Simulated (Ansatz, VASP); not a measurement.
# One calculation of CuI, two programs

INCAR

```
SYSTEM = CuI
PREC = Accurate
ENCUT = 520
EDIFF = 1E-7
ISMEAR = -1
SIGMA = 0.05
LREAL = .FALSE.
LASPH = .TRUE.
NELM = 60
ALGO = Normal
ISIF = 2
LWAVE = .FALSE.
LCHARG = .TRUE.
GGA = PE
LELF = .TRUE.
LVHAR = .TRUE.
NBANDS = 16
```

KPOINTS

```
Automatic mesh
0
G
  12 12 12
  0 0 0
```

The input POSCAR:

```
CuI
1.0
    0.0000000000      3.0596463721      3.0596463721
    3.0596463721      0.0000000000      3.0596463721
    3.0596463721      3.0596463721      0.0000000000
Cu I
1 1
Direct
    0.0000000000      0.0000000000      0.0000000000
    0.2500000000      0.2500000000      0.2500000000
```

Input for Ansatz:

```yaml
crystal:
  lattice:
    - [0.0, 3.0596463721, 3.0596463721]
    - [3.0596463721, 0.0, 3.0596463721]
    - [3.0596463721, 3.0596463721, 0.0]
  atoms:
    - { symbol: Cu, position: [0.0, 0.0, 0.0] }
    - { symbol: I, position: [0.25, 0.25, 0.25] }
kpoints:
  mp_grid: { grid: [12, 12, 12] }
scf:
  occupations: { method: fermi_dirac, width: 0.05 }
hamiltonian:
  xc: pbe
  pseudopotentials: { kind: all_electron, lapw: { basis_error: 0.001 } }
output:
  forces: true
  stress: true
  eigenvalues: true
```

Change from the starting cell: volume scaled by 1.02.

Alike in both runs: task single point; functional PBE; k mesh 12 × 12 × 12; occupations fermi-dirac, width 0.05 eV; no spin polarisation.

|  | VASP | Ansatz |
| --- | --- | --- |
| version | VASP 6.6.1 | Ansatz 0.2.0 |
| potentials or method | VASP PAW PBE potentials, release 64 (Cu, I), cutoff 520 eV | all-electron LAPW, scalar-relativistic |

|  | VASP | Ansatz | Ansatz less VASP |
| --- | --- | --- | --- |
| pressure (GPa) | -0.7 | -0.7 | -0.03 |

Ansatz ran all-electron here, and VASP with PAW potentials.

Neither program's run includes spin-orbit coupling.
